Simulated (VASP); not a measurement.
A run of VASP 6.6.1 is set up as follows.

Contents of INCAR:

```
  PREC = Accurate
  ENCUT = 600
  EDIFF = 1E-6
  ISMEAR = 0
  SIGMA = 0.1
  LREAL = False
  LASPH = True
  NELM = 120
  ALGO = Normal
  ISIF = 2
  LWAVE = False
  LCHARG = False
  GGA = PS
  NBANDS = 12
  GGA_COMPAT = False
```

Contents of KPOINTS:

```
Automatic mesh
0
Gamma
  8 8 8
```

POSCAR

```
Cu
1.0
   -1.4156893689      1.4156893689      1.4156893689
    1.4156893689     -1.4156893689      1.4156893689
    1.4156893689      1.4156893689     -1.4156893689
Cu
1
Direct
    0.0000000000      0.0000000000      0.0000000000
```

Potentials or basis: VASP PAW PBE potentials, release 64 (Cu).

Launch:

```sh
$ cat potpaw_PBE.64/Cu/POTCAR > POTCAR
$ mpirun -np 1 vasp_std > vasp.out
```

**Question.** Estimate the pressure.

**Answer.** 1.0 GPa.

Caveat: the k points lie up to 0.39 Å⁻¹ apart; the PAW data sets were made with another functional, which shifts forces and pressure a little.
